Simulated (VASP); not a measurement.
Wanted: the native input for a VASP 6.6.1 run.

```
Task                   : single point
Functional             : PBE
Potentials or basis    : VASP PAW PBE potentials, release 64 (Mg, O)
Cutoff                 : 520 eV
k mesh                 : 9 × 9 × 6
Occupations            : gaussian, width 0.05 eV
Spin                   : no spin polarisation
Dipole correction      : no
Further INCAR settings : ALGO = Normal; EDIFF = 1e-06; NBANDS = 16
```

The structure of MgO lies in POSCAR:

```
MgO
1.0
    3.3077869865      0.0000000000      0.0000000000
   -1.6538934933      2.8646275606      0.0000000000
    0.0000000000      0.0000000000      4.9828816700
Mg O
2 2
Direct
    0.3333333333      0.6666666667      0.0021597400
    0.6666666667      0.3333333333      0.5021597400
    0.2713874428      0.6213191275      0.3763702429
    0.6047207761      0.2879857941      0.8763702429
```

This cell differs from its parent crystal: all O atoms moved -0.225 Å, as atom 3 along Cartesian [1 1 1].

These files were run (other wordings do the same):

INCAR

```
SYSTEM = MgO
PREC = Accurate
ENCUT = 520
EDIFF = 1E-6
ISMEAR = 0
SIGMA = 0.05
LREAL = .FALSE.
LASPH = .TRUE.
NELM = 100
ALGO = Normal
ISIF = 2
LWAVE = .FALSE.
LCHARG = .TRUE.
GGA = PE
LELF = .TRUE.
LVHAR = .TRUE.
NBANDS = 16
```

KPOINTS

```
Automatic mesh
0
G
  9 9 6
  0 0 0
```

Potentials or basis: VASP PAW PBE potentials, release 64 (Mg, O).

Launch:

```sh
$ cat potpaw_PBE.64/Mg/POTCAR potpaw_PBE.64/O/POTCAR > POTCAR
$ mpirun -np 1 vasp_std > vasp.out
```

Results of the run:

* Pressure: 7.5 GPa
* Largest force: 2.044 eV/Å
* Band gap on the k mesh: 3.53 eV

Caveat: the cell differs from its parent crystal (all O atoms moved -0.225 Å, as atom 3 along Cartesian [1 1 1]); the stress differs along the axes, from 3 to 17 GPa; forces of over 1 eV/Å act on the atoms, so gaps and moduli don't describe the material at rest.

Run time: 89 s on 1 thread of Intel(R) Xeon(R) Platinum 8488C (Sapphire Rapids), with other jobs on the host, peak memory 0.3 GiB.
